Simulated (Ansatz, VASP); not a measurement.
V: VASP beside Ansatz

The input INCAR:

```
PREC = Accurate
ENCUT = 500
EDIFF = 1E-6
ISMEAR = 0
SIGMA = 0.05
LREAL = False
LASPH = True
NELM = 200
ALGO = Normal
ISIF = 2
LWAVE = False
LCHARG = False
ISPIN = 2
MAGMOM = 0.05
LORBIT = 11
LMAXMIX = 4
NBANDS = 16
GGA_COMPAT = False
```

KPOINTS

```
Automatic mesh
0
Gamma
  20 20 20
```

Contents of POSCAR:

```
V
1.0
   -1.4629224988      1.4629224988      1.4629224988
    1.4629224988     -1.4629224988      1.4629224988
    1.4629224988      1.4629224988     -1.4629224988
V
1
Direct
    0.0000000000      0.0000000000      0.0000000000
```

Input for Ansatz:

```yaml
crystal:
  lattice:
    - [-1.4629224988, 1.4629224988, 1.4629224988]
    - [1.4629224988, -1.4629224988, 1.4629224988]
    - [1.4629224988, 1.4629224988, -1.4629224988]
  atoms:
    - { symbol: V, position: [0.0, 0.0, 0.0], spin: 0.05 }
basis:
  ecutwfc: 420
  ecutrho_ratio: 4
kpoints:
  mp_grid: { grid: [20, 20, 20] }
hamiltonian:
  xc: lda
scf:
  occupations: { method: gaussian, width: 0.05 }
output:
  forces: true
  stress: true
  eigenvalues: true
  populations: true
magnetization:
  spin_polarized: true
```

Alike in both runs: task single point; functional LDA; k mesh 20 × 20 × 20; occupations gaussian, width 0.05 eV; collinear spin.

```csv
,VASP,Ansatz
version,VASP 6.6.1,Ansatz 0.2.0
potentials or method,"VASP PAW LDA potentials, release 64 (V_sv), cutoff 500 eV","scalar-relativistic, plane waves, PAW"
valence electrons in the cell,13,13
```

```tsv
	VASP	Ansatz	Ansatz less VASP
gap on the k mesh at the Fermi level (eV)	none	none	-
pressure (GPa)	0.5	0.0	-0.44
net moment per atom (μB)	0.00	0.00	0.000
```

LDA's correlation is that of Perdew and Zunger in VASP and of Perdew and Wang (1992) in Ansatz. A gap of «none» marks a metal or a gap that the smearing closes. Ansatz's warnings: seeded moment not kept.
